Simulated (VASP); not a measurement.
# GaN (P6_3mc) in VASP: notebook, part 2 of 2

VASP 6.6.1.

## (3) Single point, PBE

INCAR reads:

```
ALGO     = Normal         # electronic algorithm
EDIFF    = 1E-7           # SCF threshold, eV
ENCUT    = 520            # plane-wave cutoff, eV
GGA      = PE             # functional
ISIF     = 2              # what is computed and relaxed
ISMEAR   = 0              # smearing method
LASPH    = T              # aspherical terms in the spheres
LCHARG   = F              # write CHGCAR
LREAL    = F              # projectors in reciprocal space
LWAVE    = F              # write WAVECAR
NBANDS   = 66             # bands
NELM     = 60             # most SCF steps
PREC     = Accurate       # precision mode
SIGMA    = 0.02           # smearing width, eV
```

KPOINTS reads:

```
k-points
0
Gamma
  12 12 2
```

POSCAR reads:

```
GaN
1.0
    3.2168423278      0.0000000289      0.0000000000
   -1.6084211889      2.7858671615      0.0000000000
    0.0000000000      0.0000000000     15.7475143000
Ga N
6 6
Direct
    0.0000000000      0.0000000000      0.1875310000
    0.0000000000      0.0000000000      0.6875310000
    0.3333333333      0.6666666667      0.5207130000
    0.6666666667      0.3333333333      0.0207130000
    0.3333333333      0.6666666667      0.8539850000
    0.6666666667      0.3333333333      0.3539850000
    0.0000000000      0.0000000000      0.3126460000
    0.0000000000      0.0000000000      0.8126460000
    0.3333333333      0.6666666667      0.9792100000
    0.6666666667      0.3333333333      0.4792100000
    0.3333333333      0.6666666667      0.6459160000
    0.6666666667      0.3333333333      0.1459160000
```

Potentials or basis: VASP PAW PBE potentials, release 64 (Ga_d, N).

Started as:

```
> cat potpaw_PBE.64/Ga_d/POTCAR potpaw_PBE.64/N/POTCAR > POTCAR
> mpirun -np 1 vasp_std > vasp.out
```

OUTCAR:

```text
EDIFF = 1E-7
   ENCUT = 520
   GGA = PE
   ISIF = 2
   ISMEAR = 0
   LASPH = T
   LREAL = F
   NELM = 60
   PREC = Accurate

 ion  position               nearest neighbor table
   1  0.000  0.000  0.188-  12 1.97  12 1.97  12 1.97   7 1.97
   2  0.000  0.000  0.688-  11 1.97  11 1.97  11 1.97   8 1.97
   3  0.333  0.667  0.521-  10 1.97  10 1.97  10 1.97  11 1.97
   4  0.667  0.333  0.021-   9 1.97   9 1.97   9 1.97  12 1.97
   5  0.333  0.667  0.854-   8 1.97   8 1.97   8 1.97   9 1.97
   6  0.667  0.333  0.354-   7 1.97   7 1.97   7 1.97  10 1.97
   7  0.000  0.000  0.313-   6 1.97   6 1.97   6 1.97   1 1.97
   8  0.000  0.000  0.813-   5 1.97   5 1.97   5 1.97   2 1.97
   9  0.333  0.667  0.979-   4 1.97   4 1.97   4 1.97   5 1.97
  10  0.667  0.333  0.479-   3 1.97   3 1.97   3 1.97   6 1.97
  11  0.333  0.667  0.646-   2 1.97   2 1.97   2 1.97   3 1.97
  12  0.667  0.333  0.146-   1 1.97   1 1.97   1 1.97   4 1.97

  LATTYP: Found a hexagonal cell.
 ALAT       =     3.2168423278
 C/A-ratio  =     4.8953329680

  Lattice vectors:

 A1 = (   3.2168423278,   0.0000000289,   0.0000000000)
 A2 = (  -1.6084211889,   2.7858671615,   0.0000000000)
 A3 = (   0.0000000000,   0.0000000000,  15.7475143000)

Analysis of symmetry for initial positions (statically):
=====================================================================
 Subroutine PRICEL returns:
 Original cell was already a primitive cell.

 Routine SETGRP: Setting up the symmetry group for a
 hexagonal supercell.

 Subroutine GETGRP returns: Found 12 space group operations
 (whereof  6 operations were pure point group operations)
 out of a pool of 24 trial point group operations.

The static configuration has the point symmetry C_3v.
 The point group associated with its full space group is C_6v.

Analysis of symmetry for dynamics (positions and initial velocities):
=====================================================================
 Subroutine PRICEL returns:
 Original cell was already a primitive cell.

 Routine SETGRP: Setting up the symmetry group for a
 hexagonal supercell.

 Subroutine GETGRP returns: Found 12 space group operations
 (whereof  6 operations were pure point group operations)
 out of a pool of 24 trial point group operations.

The dynamic configuration has the point symmetry C_3v.
 The point group associated with its full space group is C_6v.

 Subroutine INISYM returns: Found 12 space group operations
 (whereof  6 operations are pure point group operations),
 and found     1 'primitive' translations

----------------------------------------------------------------------------------------

                                     Primitive cell

  volume of cell :     141.1244

  direct lattice vectors                    reciprocal lattice vectors
     3.216842328  0.000000029  0.000000000     0.310863851  0.179477332  0.000000000
    -1.608421189  2.785867162  0.000000000    -0.000000003  0.358954658  0.000000000
     0.000000000  0.000000000 15.747514300     0.000000000  0.000000000  0.063502086

  length of vectors
     3.216842328  3.216842328 15.747514300     0.358954658  0.358954658  0.063502086

  position of ions in fractional coordinates (direct lattice)
     0.000000000  0.000000000  0.187531000
[... 82 lines left out ...]
   total plane-waves  NPLWV =  69120
   dimension x,y,z NGX =    24 NGY =   24 NGZ =  120
   dimension x,y,z NGXF=    48 NGYF=   48 NGZF=  240
   ions per type =               6   6
   NGX,Y,Z   is equivalent  to a cutoff of  12.40, 12.40, 12.67 a.u.
   NGXF,Y,Z  is equivalent  to a cutoff of  24.81, 24.81, 25.34 a.u.
 SYSTEM =  unknown system
   PREC   = accura    normal or accurate (medium, high low for compatibility)
   ISTART =      0    job   : 0-new  1-cont  2-samecut
   ICHARG =      2    charge: 1-file 2-atom 10-const
   ISPIN  =      1    spin polarized calculation?
   LNONCOLLINEAR =      F non collinear calculations
   LSORBIT =      F    spin-orbit coupling
   LASPH  =      T    aspherical Exc in radial PAW
   ENCUT  =  520.0 eV  38.22 Ry    6.18 a.u.   5.98  5.98 29.28*2*pi/ulx,y,z
   NELM   =     60;   NELMIN=  2; NELMDL= -5     # of ELM steps
   EDIFF  = 0.1E-06   stopping-criterion for ELM
   LREAL  =      F    real-space projection
   EDIFFG = 0.1E-05   stopping-criterion for IOM
   NSW    =      0    number of steps for IOM
   IBRION =     -1    ionic relax: 0-MD 1-quasi-New 2-CG
   NFREE  =      0    steps in history (QN), initial steepest desc. (CG)
   ISIF   =      2    stress and relaxation
   ISYM   =      2    0-nonsym 1-usesym 2-fastsym
   POTIM  = 0.5000    time-step for ionic-motion
   TEBEG  =    0.0;   TEEND  =   0.0 temperature during run
   PSTRESS=    0.0 pullay stress
   NELECT =     108.0000    total number of electrons
   NUPDOWN=      -1.0000    fix difference up-down
   EMIN   =  10.00;   EMAX   =-10.00  energy-range for DOS
   EFERMI =   0.00;   METHOD = LEGACY
   ISMEAR =     0;   SIGMA  =   0.02  broadening in eV -4-tet -1-fermi 0-gaus
   EFERMI_NEDOS =   21; number of points for ismear=-14 and -15
   IALGO  =     38    algorithm
   IMIX   =      4    mixing-type and parameters
     AMIX     =   0.40;   BMIX     =  1.00
     AMIX_MAG =   1.60;   BMIX_MAG =  1.00
  volume/ion in A,a.u.               =      11.76        79.36
  Fermi-wavevector in a.u.,A,eV,Ry     =   1.497437  2.829746 30.508600  2.242319
  Thomas-Fermi vector in A             =   2.609325
   LORBIT       =      0    0 simple, 1 ext, 2 COOP (PROOUT), +10 PAW based schemes
   GGA     = PE    functional components
   LHFCALC =     F    Hartree Fock is set to
   AEXX    =    0.0000 exact exchange contribution
   IVDW    =     0    specifies the selected vdW correction
   LEPSILON=     F    determine dielectric tensor
   LRPA    =     F    only Hartree local field effects (RPA)
 non-spin polarized calculation
 Gauss-broadening in eV      SIGMA  =   0.02
  energy-cutoff  :      520.00
  volume of cell :      141.12
 maximum number of plane-waves:      3846
 NGX is ok and might be reduce to    24
   NGX = 11   NGY = 11   NGZ = 59

 number of electron     107.9999865 magnetization

 Free energy of the ion-electron system (eV)
  ---------------------------------------------------
  ext. energy  EPLUGINS =         0.00000000
  ---------------------------------------------------
  free energy    TOTEN  =       -72.94439893 eV

  energy without entropy =      -72.94439893  energy(sigma->0) =      -72.94439893

 E-fermi :   5.1253     XC(G=0): -11.5195

 val. band max:        4.9947641559   @ k =   0.0000   0.0000   0.0000
 cond. band min:       6.5941200985   @ k =   0.0000   0.0000   0.0000
 fundamental gap:      1.5993559426
 Fermi energy:         5.1253349150

 k-point     1 :       0.0000    0.0000    0.0000
  band No.  band energies     occupation
      1     -10.7200      2.00000
      2     -10.4618      2.00000
      3     -10.4399      2.00000
      4     -10.0344      2.00000
      5     -10.0174      2.00000
      6      -9.9000      2.00000
[... 1645 lines left out ...]
     65      13.3839      0.00000
     66      13.3839      0.00000

 [... further k-points ...]

------------------------ aborting loop because EDIFF is reached ----------------------------------------

  FORCE on cell =-STRESS in cart. coord.  units (eV):
  Direction    XX          YY          ZZ          XY          YZ          ZX
  --------------------------------------------------------------------------------------
  -------------------------------------------------------------------------------------
  Total        0.0637917      0.0637917      0.0840012      0.0000000      0.0000000     -0.0000000
  in kB        0.7242233      0.7242233      0.9536608      0.0000000      0.0000000     -0.0000000
  external PRESSURE =       0.8007025 kB  Pullay stress =       0.0000000 kB

 VOLUME and BASIS-vectors are now :
 -----------------------------------------------------------------------------
  energy-cutoff  :      520.00
  volume of cell :      141.12
      direct lattice vectors                 reciprocal lattice vectors
     3.216842328  0.000000029  0.000000000     0.310863851  0.179477332  0.000000000
    -1.608421189  2.785867162  0.000000000    -0.000000003  0.358954658  0.000000000
     0.000000000  0.000000000 15.747514300     0.000000000  0.000000000  0.063502086

 POSITION                                       TOTAL-FORCE (eV/Angst)
 -----------------------------------------------------------------------------------
      0.00000      0.00000      2.95315        -0.000000      0.000000     -0.000271
      0.00000      0.00000     10.82690         0.000000     -0.000000     -0.000271
     -0.00000      1.85724      8.19994        -0.000000     -0.000000     -0.000884
      1.60842      0.92862      0.32618        -0.000000     -0.000000     -0.000884
     -0.00000      1.85724     13.44814         0.000000      0.000000      0.000377
      1.60842      0.92862      5.57438        -0.000000      0.000000      0.000377
      0.00000      0.00000      4.92340         0.000000     -0.000000      0.000724
      0.00000      0.00000     12.79715        -0.000000      0.000000      0.000724
     -0.00000      1.85724     15.42012         0.000000      0.000000      0.000450
      1.60842      0.92862      7.54637         0.000000     -0.000000      0.000450
     -0.00000      1.85724     10.17157         0.000000     -0.000000     -0.000396
      1.60842      0.92862      2.29781        -0.000000      0.000000     -0.000396
 -----------------------------------------------------------------------------------
    total drift:                               -0.000002     -0.000003     -0.002550

  FREE ENERGIE OF THE ION-ELECTRON SYSTEM (eV)
  ---------------------------------------------------
  free  energy   TOTEN  =       -72.9443989280 eV

  energy  without entropy=      -72.9443989280  energy(sigma->0) =      -72.94439893
```

Run time: 12 min. Hardware: 1 thread of Intel Xeon 8259CL, shared host; peak memory 0.39 GiB.

Results:

```
Free energy            : -72.9444 eV
Pressure               : 0.1 GPa
Band gap on the k mesh : 1.60 eV
```

## (4) Single point, PBE

INCAR reads:

```
ALGO     = Normal         # electronic algorithm
EDIFF    = 1E-6           # SCF threshold, eV
ENCUT    = 520            # plane-wave cutoff, eV
GGA      = PE             # functional
ISIF     = 2              # what is computed and relaxed
ISMEAR   = 0              # smearing method
LASPH    = True           # aspherical terms in the spheres
LCHARG   = False          # write CHGCAR
LREAL    = False          # projectors in reciprocal space
LWAVE    = False          # write WAVECAR
NBANDS   = 66             # bands
NELM     = 80             # most SCF steps
PREC     = Accurate       # precision mode
SIGMA    = 0.01           # smearing width, eV
```

KPOINTS is that of step 3.

POSCAR, as its differences from that of step 3:

```diff
@@ -2,3 +2,3 @@
 1.0
-    3.2168423278      0.0000000289      0.0000000000
+    3.2168423279      0.0000000289      0.0000000000
    -1.6084211889      2.7858671615      0.0000000000
```

Potentials or basis: VASP PAW PBE potentials, release 64 (Ga_d, N).

Started as:

```
> cat potpaw_PBE.64/Ga_d/POTCAR potpaw_PBE.64/N/POTCAR > POTCAR
> mpirun -np 1 vasp_std > vasp.out
```

OUTCAR:

```text
EDIFF = 1E-6
   ENCUT = 520
   GGA = PE
   ISIF = 2
   ISMEAR = 0
   LASPH = True
   LREAL = False
   NELM = 80
   PREC = Accurate

 ion  position               nearest neighbor table
   1  0.000  0.000  0.188-  12 1.97  12 1.97  12 1.97   7 1.97
   2  0.000  0.000  0.688-  11 1.97  11 1.97  11 1.97   8 1.97
   3  0.333  0.667  0.521-  10 1.97  10 1.97  10 1.97  11 1.97
   4  0.667  0.333  0.021-   9 1.97   9 1.97   9 1.97  12 1.97
   5  0.333  0.667  0.854-   8 1.97   8 1.97   8 1.97   9 1.97
   6  0.667  0.333  0.354-   7 1.97   7 1.97   7 1.97  10 1.97
   7  0.000  0.000  0.313-   6 1.97   6 1.97   6 1.97   1 1.97
   8  0.000  0.000  0.813-   5 1.97   5 1.97   5 1.97   2 1.97
   9  0.333  0.667  0.979-   4 1.97   4 1.97   4 1.97   5 1.97
  10  0.667  0.333  0.479-   3 1.97   3 1.97   3 1.97   6 1.97
  11  0.333  0.667  0.646-   2 1.97   2 1.97   2 1.97   3 1.97
  12  0.667  0.333  0.146-   1 1.97   1 1.97   1 1.97   4 1.97

  LATTYP: Found a hexagonal cell.
 ALAT       =     3.2168423279
 C/A-ratio  =     4.8953329678

  Lattice vectors:

 A1 = (   3.2168423279,   0.0000000289,   0.0000000000)
 A2 = (  -1.6084211889,   2.7858671615,   0.0000000000)
 A3 = (   0.0000000000,   0.0000000000,  15.7475143000)

Analysis of symmetry for initial positions (statically):
=====================================================================
 Subroutine PRICEL returns:
 Original cell was already a primitive cell.

 Routine SETGRP: Setting up the symmetry group for a
 hexagonal supercell.

 Subroutine GETGRP returns: Found 12 space group operations
 (whereof  6 operations were pure point group operations)
 out of a pool of 24 trial point group operations.

The static configuration has the point symmetry C_3v.
 The point group associated with its full space group is C_6v.

Analysis of symmetry for dynamics (positions and initial velocities):
[... 161 lines left out ...]
   LEPSILON=     F    determine dielectric tensor
   LRPA    =     F    only Hartree local field effects (RPA)
 non-spin polarized calculation
 Gauss-broadening in eV      SIGMA  =   0.01
  energy-cutoff  :      520.00
  volume of cell :      141.12
 maximum number of plane-waves:      3846
 NGX is ok and might be reduce to    24
   NGX = 11   NGY = 11   NGZ = 59

 number of electron     107.9999865 magnetization

 Free energy of the ion-electron system (eV)
  ---------------------------------------------------
  ext. energy  EPLUGINS =         0.00000000
  ---------------------------------------------------
  free energy    TOTEN  =       -72.94439863 eV

  energy without entropy =      -72.94439863  energy(sigma->0) =      -72.94439863

 E-fermi :   5.0478     XC(G=0): -11.5195

 val. band max:        4.9945078111   @ k =   0.0000   0.0000   0.0000
 cond. band min:       6.5940085947   @ k =   0.0000   0.0000   0.0000
 fundamental gap:      1.5995007836
 Fermi energy:         5.0477824638

 k-point     1 :       0.0000    0.0000    0.0000
  band No.  band energies     occupation
      1     -10.7202      2.00000
      2     -10.4619      2.00000
      3     -10.4401      2.00000
      4     -10.0346      2.00000
      5     -10.0175      2.00000
      6      -9.9001      2.00000
[... 1645 lines left out ...]
     65      13.3838      0.00000
     66      13.3838      0.00000

 [... further k-points ...]

------------------------ aborting loop because EDIFF is reached ----------------------------------------

  FORCE on cell =-STRESS in cart. coord.  units (eV):
  Direction    XX          YY          ZZ          XY          YZ          ZX
  --------------------------------------------------------------------------------------
  -------------------------------------------------------------------------------------
  Total        0.0843931      0.0843931      0.1054455      0.0000000      0.0000000      0.0000000
  in kB        0.9581099      0.9581099      1.1971161      0.0000000      0.0000000      0.0000000
  external PRESSURE =       1.0377786 kB  Pullay stress =       0.0000000 kB

 VOLUME and BASIS-vectors are now :
 -----------------------------------------------------------------------------
  energy-cutoff  :      520.00
  volume of cell :      141.12
      direct lattice vectors                 reciprocal lattice vectors
     3.216842328  0.000000029  0.000000000     0.310863851  0.179477332  0.000000000
    -1.608421189  2.785867162  0.000000000    -0.000000003  0.358954658  0.000000000
     0.000000000  0.000000000 15.747514300     0.000000000  0.000000000  0.063502086

 POSITION                                       TOTAL-FORCE (eV/Angst)
 -----------------------------------------------------------------------------------
      0.00000      0.00000      2.95315         0.000000      0.000000     -0.000306
      0.00000      0.00000     10.82690        -0.000000     -0.000000     -0.000306
     -0.00000      1.85724      8.19994        -0.000000      0.000000     -0.000849
      1.60842      0.92862      0.32618         0.000000      0.000000     -0.000849
     -0.00000      1.85724     13.44814         0.000000      0.000000      0.000344
      1.60842      0.92862      5.57438        -0.000000      0.000000      0.000344
      0.00000      0.00000      4.92340        -0.000000     -0.000000      0.000538
      0.00000      0.00000     12.79715         0.000000      0.000000      0.000538
     -0.00000      1.85724     15.42012        -0.000000      0.000000      0.000609
      1.60842      0.92862      7.54637         0.000000     -0.000000      0.000609
     -0.00000      1.85724     10.17157        -0.000000      0.000000     -0.000336
      1.60842      0.92862      2.29781         0.000000     -0.000000     -0.000336
 -----------------------------------------------------------------------------------
    total drift:                               -0.000002     -0.000003     -0.002470

  FREE ENERGIE OF THE ION-ELECTRON SYSTEM (eV)
  ---------------------------------------------------
  free  energy   TOTEN  =       -72.9443986265 eV

  energy  without entropy=      -72.9443986265  energy(sigma->0) =      -72.94439863
```

stdout:

```text
POSCAR found type information on POSCAR GaN
 POSCAR found :  2 types and      12 ions
 scaLAPACK will be used
 LDA part: xc-table for (Slater+PW92), standard interpolation
 POSCAR, INCAR and KPOINTS ok, starting setup
 FFT: planning ... GRIDC
 FFT: planning ... GRID_SOFT
 FFT: planning ... GRID
 WAVECAR not read
 entering main loop
```

Run time: 12 min. Hardware: 1 thread of Intel Xeon 8259CL, shared host; peak memory 0.39 GiB.

What came out:

```yaml
Free_energy: -72.9444 eV
Pressure: 0.1 GPa
Band_gap_on_the_k_mesh: 1.60 eV
```

## (5) Summary

```tsv
k mesh	smearing	gap on the mesh (eV)	pressure (GPa)
6 × 6 × 1	gaussian 0.1 eV	1.60	0.0
12 × 12 × 2	gaussian 0.02 eV	1.60	0.1
12 × 12 × 2	gaussian 0.01 eV	1.60	0.1
```

Alike in all rows: task single point; level PBE; potentials or basis VASP PAW PBE potentials, release 64 (Ga_d, N); no spin polarisation; cell as given; cutoff (eV) 520.

Absolute energies hang on the potentials; compare differences alone.
